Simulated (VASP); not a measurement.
Runs of VASP 6.6.1 on Ga. The structure is that of space group P6_3/mmc (No. 194), or close to it. The cells are those of the table. This isn't the form of Ga at room conditions, which is orthorhombic.

| cell | k mesh | gap on the mesh (eV) | pressure (GPa) |
| --- | --- | --- | --- |
| a = 2.978, b = 2.978, c = 9.300 Å, angles 90.0, 90.0, 120.0°, 4 atoms | 14 × 14 × 4 | none | (b) |
| a = 2.939, b = 2.939, c = 9.180 Å, angles 90.0, 90.0, 120.0°, 4 atoms | 12 × 12 × 4 | none | 0.1 |
| a = 2.858, b = 2.858, c = 8.928 Å, angles 90.0, 90.0, 120.0°, 4 atoms | 14 × 14 × 4 | none | 6.8 |
| a = 2.939, b = 2.939, c = 9.180 Å, angles 90.0, 90.0, 120.0°, 4 atoms | 14 × 14 × 4 | none | 0.2 |
| a = 2.816, b = 2.816, c = 8.797 Å, angles 90.0, 90.0, 120.0°, 4 atoms | 14 × 14 × 4 | none | (a) |
| a = 2.899, b = 2.899, c = 9.056 Å, angles 90.0, 90.0, 120.0°, 4 atoms | 14 × 14 × 4 | none | 3.1 |

Alike in all rows: task single point; level LDA; potentials or basis VASP PAW LDA potentials, release 64 (Ga_d); no spin polarisation; cutoff (eV) 520; smearing fermi-dirac 0.1 eV.

Estimate the missing entries.

(a) 11.6; (b) -2.0.

Caveats: the cell stands under pressure (at least some runs).

A k mesh can miss the band edges, and the runs leave out spin-orbit coupling on Ga.

A gap of «none» marks levels without a gap at the run's occupations.
